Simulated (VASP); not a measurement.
# Lu (P6_3/mmc) in VASP: further runs

The runs below take Lu through single point, with RPBE.

Program: VASP 6.6.1. These are calculated values, not measurements. Logs are shortened: lines on timing, memory, paths and dates and some standing lists are left out, and cuts for length are marked.

### 1 The cell of the first run

It takes space group P6_3/mmc (No. 194, hexagonal). Conventional cell: a = 3.435 Å, b = 3.435 Å, c = 11.007 Å, α = 90.00°, β = 90.00°, γ = 120.00°. Lu (site symmetry -3m) has 12 Lu at 3.39 to 3.43 Å within 4.5 Å. Within 4.5 Å of Lu (site symmetry -6m2) lie 12 Lu at 3.39 to 3.43 Å.

### 2 Single point, RPBE (28.12 Å³/atom)

INCAR reads:

```
SYSTEM = Lu
PREC     = Accurate       ! precision mode
ENCUT    = 600            ! plane-wave cutoff, eV
EDIFF    = 1E-6           ! SCF threshold, eV
ISMEAR   = -1             ! smearing method
SIGMA    = 0.1            ! smearing width, eV
LREAL    = .False.        ! projectors in reciprocal space
LASPH    = .True.         ! aspherical terms in the spheres
NELM     = 120            ! most SCF steps
ALGO     = Normal         ! electronic algorithm
ISIF     = 2              ! what is computed and relaxed
LWAVE    = .False.        ! write WAVECAR
LCHARG   = .False.        ! write CHGCAR
GGA      = RP             ! functional
NBANDS   = 58             ! bands
GGA_COMPAT= .False.
```

KPOINTS reads:

```
Automatic mesh
0
Gamma
  12 12 4
  0 0 0
```

POSCAR reads:

```
Lu
1.0
    3.4349087928      0.0000000000      0.0000000000
   -1.7174543964      2.9747182742      0.0000000000
    0.0000000000      0.0000000000     11.0066712312
Lu
4
Direct
    0.0000000000      0.0000000000      0.0000000000
    0.0000000000      0.0000000000      0.5000000000
    0.3333333333      0.6666666667      0.2500000000
    0.6666666667      0.3333333333      0.7500000000
```

Potentials or basis: VASP PAW PBE potentials, release 64 (Lu).

Started as:

```
$ cat potpaw_PBE.64/Lu/POTCAR > POTCAR
$ mpirun -np 1 vasp_std > vasp.out
```

OUTCAR:

```text
SYSTEM = Lu
   PREC = Accurate
   ENCUT = 600
   EDIFF = 1E-6
   ISMEAR = -1
   LREAL = .False.
   LASPH = .True.
   NELM = 120
   ISIF = 2
   GGA = RP

 ion  position               nearest neighbor table
   1  0.000  0.000  0.000-   3 3.39   4 3.39   3 3.39   4 3.39   4 3.39   3 3.39
   2  0.000  0.000  0.500-   3 3.39   4 3.39   3 3.39   4 3.39   4 3.39   3 3.39
   3  0.333  0.667  0.250-   1 3.39   2 3.39   1 3.39   2 3.39   1 3.39   2 3.39
   4  0.667  0.333  0.750-   1 3.39   2 3.39   1 3.39   2 3.39   1 3.39   2 3.39

  LATTYP: Found a hexagonal cell.
 ALAT       =     3.4349087928
 C/A-ratio  =     3.2043561839

  Lattice vectors:

 A1 = (   3.4349087928,   0.0000000000,   0.0000000000)
 A2 = (  -1.7174543964,   2.9747182742,   0.0000000000)
 A3 = (   0.0000000000,   0.0000000000,  11.0066712312)

Analysis of symmetry for initial positions (statically):
=====================================================================
 Subroutine PRICEL returns:
 Original cell was already a primitive cell.

 Routine SETGRP: Setting up the symmetry group for a
 hexagonal supercell.

 Subroutine GETGRP returns: Found 24 space group operations
 (whereof 12 operations were pure point group operations)
 out of a pool of 24 trial point group operations.

The static configuration has the point symmetry D_3d.
 The point group associated with its full space group is D_6h.

Analysis of symmetry for dynamics (positions and initial velocities):
=====================================================================
 Subroutine PRICEL returns:
 Original cell was already a primitive cell.

 Routine SETGRP: Setting up the symmetry group for a
 hexagonal supercell.

 Subroutine GETGRP returns: Found 24 space group operations
 (whereof 12 operations were pure point group operations)
 out of a pool of 24 trial point group operations.

The dynamic configuration has the point symmetry D_3d.
 The point group associated with its full space group is D_6h.

 Subroutine INISYM returns: Found 24 space group operations
 (whereof 12 operations are pure point group operations),
 and found     1 'primitive' translations

----------------------------------------------------------------------------------------

                                     Primitive cell

  volume of cell :     112.4649

  direct lattice vectors                    reciprocal lattice vectors
     3.434908793  0.000000000  0.000000000     0.291128545  0.168083144  0.000000000
    -1.717454396  2.974718274  0.000000000     0.000000000  0.336166288  0.000000000
[... 90 lines left out ...]
   LREAL  =      F    real-space projection
   EDIFFG = 0.1E-04   stopping-criterion for IOM
   NSW    =      0    number of steps for IOM
   IBRION =     -1    ionic relax: 0-MD 1-quasi-New 2-CG
   NFREE  =      0    steps in history (QN), initial steepest desc. (CG)
   ISIF   =      2    stress and relaxation
   ISYM   =      2    0-nonsym 1-usesym 2-fastsym
   POTIM  = 0.5000    time-step for ionic-motion
   TEBEG  =    0.0;   TEEND  =   0.0 temperature during run
   PSTRESS=    0.0 pullay stress
   NELECT =     100.0000    total number of electrons
   NUPDOWN=      -1.0000    fix difference up-down
   EMIN   =  10.00;   EMAX   =-10.00  energy-range for DOS
   EFERMI =   0.00;   METHOD = LEGACY
   ISMEAR =    -1;   SIGMA  =   0.10  broadening in eV -4-tet -1-fermi 0-gaus
   EFERMI_NEDOS =   21; number of points for ismear=-14 and -15
   IALGO  =     38    algorithm
   IMIX   =      4    mixing-type and parameters
     AMIX     =   0.40;   BMIX     =  1.00
     AMIX_MAG =   1.60;   BMIX_MAG =  1.00
  volume/ion in A,a.u.               =      28.12       189.74
  Fermi-wavevector in a.u.,A,eV,Ry     =   1.574233  2.974870 33.718109  2.478211
  Thomas-Fermi vector in A             =   2.675398
   LORBIT       =      0    0 simple, 1 ext, 2 COOP (PROOUT), +10 PAW based schemes
   GGA     = RP    functional components
   LHFCALC =     F    Hartree Fock is set to
   AEXX    =    0.0000 exact exchange contribution
   IVDW    =     0    specifies the selected vdW correction
   LEPSILON=     F    determine dielectric tensor
   LRPA    =     F    only Hartree local field effects (RPA)
 non-spin polarized calculation
  energy-cutoff  :      600.00
  volume of cell :      112.46
 maximum number of plane-waves:      3784
 NGX is ok and might be reduce to    28
   NGX = 13   NGY = 13   NGZ = 43

 number of electron     100.0000000 magnetization

 Free energy of the ion-electron system (eV)
  ---------------------------------------------------
  ext. energy  EPLUGINS =         0.00000000
  ---------------------------------------------------
  free energy    TOTEN  =       -16.66198643 eV

  energy without entropy =      -16.46445849  energy(sigma->0) =      -16.56322246

 E-fermi :   2.5069     XC(G=0): -10.6842

 val. band max:        2.4786643720   @ k =   0.3333  -0.0000   0.0000
 cond. band min:       2.5068896856   @ k =   0.1667   0.0833   0.5000
 fundamental gap:      0.0282253135
 Fermi energy:         2.5068590666

 k-point     1 :       0.0000    0.0000    0.0000
  band No.  band energies     occupation
      1     -53.6675      2.00000
      2     -53.6530      2.00000
      3     -53.6434      2.00000
      4     -53.6288      2.00000
      5     -24.6281      2.00000
      6     -24.3599      2.00000
[... 1453 lines left out ...]
     57       4.8998      0.00000
     58       5.5101      0.00000

 [... further k-points ...]

------------------------ aborting loop because EDIFF is reached ----------------------------------------

  FORCE on cell =-STRESS in cart. coord.  units (eV):
  Direction    XX          YY          ZZ          XY          YZ          ZX
  --------------------------------------------------------------------------------------
  -------------------------------------------------------------------------------------
  Total        2.7105611      2.7105611      2.7945170      0.0000000      0.0000000      0.0000000
  in kB       38.6147072     38.6147072     39.8107436      0.0000000      0.0000000      0.0000000
  external PRESSURE =      39.0133860 kB  Pullay stress =       0.0000000 kB

 VOLUME and BASIS-vectors are now :
 -----------------------------------------------------------------------------
  energy-cutoff  :      600.00
  volume of cell :      112.46
      direct lattice vectors                 reciprocal lattice vectors
     3.434908793  0.000000000  0.000000000     0.291128545  0.168083144  0.000000000
    -1.717454396  2.974718274  0.000000000     0.000000000  0.336166288  0.000000000
     0.000000000  0.000000000 11.006671231     0.000000000  0.000000000  0.090853990

 POSITION                                       TOTAL-FORCE (eV/Angst)
 -----------------------------------------------------------------------------------
      0.00000      0.00000      0.00000         0.000000      0.000000      0.000000
      0.00000      0.00000      5.50334         0.000000      0.000000      0.000000
     -0.00000      1.98315      2.75167        -0.000000      0.000000     -0.000000
      1.71745      0.99157      8.25500        -0.000000      0.000000      0.000000
 -----------------------------------------------------------------------------------
    total drift:                                0.000000     -0.000000      0.000000

  FREE ENERGIE OF THE ION-ELECTRON SYSTEM (eV)
  ---------------------------------------------------
  free  energy   TOTEN  =       -16.6619864255 eV

  energy  without entropy=      -16.4644584935  energy(sigma->0) =      -16.56322246
```

OSZICAR:

```text
N       E                     dE             d eps       ncg     rms          rms(c)
DAV:   1     0.125363898618E+04    0.12536E+04   -0.33187E+04  8992   0.625E+03
DAV:   2     0.184504474613E+03   -0.10691E+04   -0.10144E+04  9156   0.126E+03
DAV:   3     0.101751851555E+02   -0.17433E+03   -0.17067E+03  7060   0.296E+02
DAV:   4    -0.150408290419E+02   -0.25216E+02   -0.24751E+02  9442   0.834E+01
DAV:   5    -0.168929097808E+02   -0.18521E+01   -0.18389E+01 10716   0.188E+01    0.761E+00
DAV:   6    -0.167110500544E+02    0.18186E+00   -0.18260E+00  9660   0.101E+01    0.309E+00
DAV:   7    -0.166661398064E+02    0.44910E-01   -0.24740E-01 10834   0.861E+00    0.772E-01
DAV:   8    -0.166609424629E+02    0.51973E-02   -0.41382E-02 11900   0.416E+00    0.232E-01
DAV:   9    -0.166614855385E+02   -0.54308E-03   -0.51832E-03 11048   0.187E+00    0.143E-01
DAV:  10    -0.166618422165E+02   -0.35668E-03   -0.21545E-03  9404   0.107E+00    0.510E-02
DAV:  11    -0.166619326821E+02   -0.90466E-04   -0.77405E-04  9568   0.127E+00    0.240E-02
DAV:  12    -0.166619639260E+02   -0.31244E-04   -0.25736E-04  9424   0.614E-01    0.148E-02
DAV:  13    -0.166619870018E+02   -0.23076E-04   -0.25216E-04  7556   0.120E-01    0.686E-03
DAV:  14    -0.166619864255E+02    0.57622E-06   -0.44375E-06  5846   0.206E-02
   1 F= -.16661986E+02 E0= -.16563222E+02  d E =-.197528E+00
```

It took 9.5 min on 1 thread of Intel Xeon Platinum 8259CL at 2.50GHz (Skylake/Cascade Lake), shared host; peak memory 0.46 GiB.

What came out:

* Free energy: -16.6620 eV
* Pressure: 3.9 GPa
* Band gap on the k mesh: zero (bands 50 and 51 overlap by 1.62 eV)

Caveat: the cell stands under pressure; the PAW data sets were made with another functional, which shifts forces and pressure a little; spin-orbit coupling is left out, which moves the levels of the heavy elements.

### 3 Single point, RPBE (31.78 Å³/atom)

This run uses another cell than the first one, of 31.78 Å³/atom.

INCAR reads:

```
SYSTEM = Lu
PREC = Accurate
ENCUT = 600
EDIFF = 1E-6
ISMEAR = -1
SIGMA = 0.1
LREAL = .False.
LASPH = .True.
NELM = 120
ALGO = Normal
ISIF = 2
LWAVE = .False.
LCHARG = .True.
GGA = RP
LELF = .True.
LVHAR = .True.
NBANDS = 58
GGA_COMPAT = .False.
```

KPOINTS reads:

```
regular mesh
0
Gamma
  12 12 4
  0 0 0
```

POSCAR reads:

```
Lu
1.0
    3.5781926039      0.0000000000      0.0000000000
   -1.7890963020      3.0988056946      0.0000000000
    0.0000000000      0.0000000000     11.4658035976
Lu
4
Direct
    0.0000000000      0.0000000000      0.0000000000
    0.0000000000      0.0000000000      0.5000000000
    0.3333333333      0.6666666667      0.2500000000
    0.6666666667      0.3333333333      0.7500000000
```

Potentials or basis: VASP PAW PBE potentials, release 64 (Lu).

Started as:

```
$ cat potpaw_PBE.64/Lu/POTCAR > POTCAR
$ mpirun -np 1 vasp_std > vasp.out
```

Wall time 14 min (1 thread of Intel Xeon Platinum 8375C at 2.90GHz (Ice Lake), shared host); peak memory 0.52 GiB.

It converged, with:

* Free energy: -16.7617 eV
* Pressure: -1.4 GPa
* Band gap on the k mesh: zero (bands 50 and 51 overlap by 1.46 eV)

Levels at points of the mesh, in eV from the Fermi level:
```
           k point  band 48  band 49  band 50  band 51  band 52  band 53
(0.00, 0.00, 0.00)    -2.34     0.21     1.01     1.07     2.00     2.00
(0.50, 0.00, 0.00)    -1.48    -0.50    -0.36    -0.35     0.14     1.04
(0.00, 0.00, 0.50)    -3.00     0.39     0.39     1.90     1.90     2.13
(0.50, 0.00, 0.50)    -1.62    -0.43    -0.43    -0.10    -0.10     1.20
```

Caveat: the PAW data sets were made with another functional, which shifts forces and pressure a little; spin-orbit coupling is left out, which moves the levels of the heavy elements.

The gap in the log of VASP goes by the Fermi energy; the results here count the filled bands.